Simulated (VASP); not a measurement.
Here is a VASP 6.6.1 calculation.

Contents of INCAR:

```
SYSTEM = Be
ALGO = Normal
EDIFF = 1E-8
ENCUT = 520
GGA = PS
ISIF = 2
ISMEAR = -1
LASPH = .TRUE.
LCHARG = .FALSE.
LEFG = .TRUE.
LREAL = .FALSE.
LWAVE = .FALSE.
NBANDS = 12
NELM = 100
PREC = Accurate
SIGMA = 0.05
```

KPOINTS

```
k-points
0
G
  9 9 14
  0 0 0
```

Contents of POSCAR:

```
Be
1.0
    3.7468140000     -0.0374681400     -0.0374681400
   -0.0374681400      3.7468140000     -0.0374681400
   -0.0228128000     -0.0228128000      2.2812800000
Be
4
Direct
    0.2974080000      0.2974080000      0.0000000000
    0.7025920000      0.7025920000      0.0000000000
    0.2025920000      0.7974080000      0.5000000000
    0.7974080000      0.2025920000      0.5000000000
```

Potentials or basis: VASP PAW PBE potentials, release 64 (Be).

Run with:

```sh
$ cat potpaw_PBE.64/Be/POTCAR > POTCAR
$ mpirun -np 1 vasp_std > vasp.out
```

(1) What does it give for the band gap on the k mesh?

(2) What does it give for the largest force?

Answers

(1) zero (bands 4 and 5 overlap by 1.99 eV).

(2) 0.081 eV/Å.

Caveat: the cell differs from its parent crystal (equal xy, yz and zx shear strains of -2 %); without QUAD_EFG the Cq values of the log hold for a quadrupole moment of 1 mb, not for the nuclei; the PAW data sets were made with another functional, which shifts forces and pressure a little.
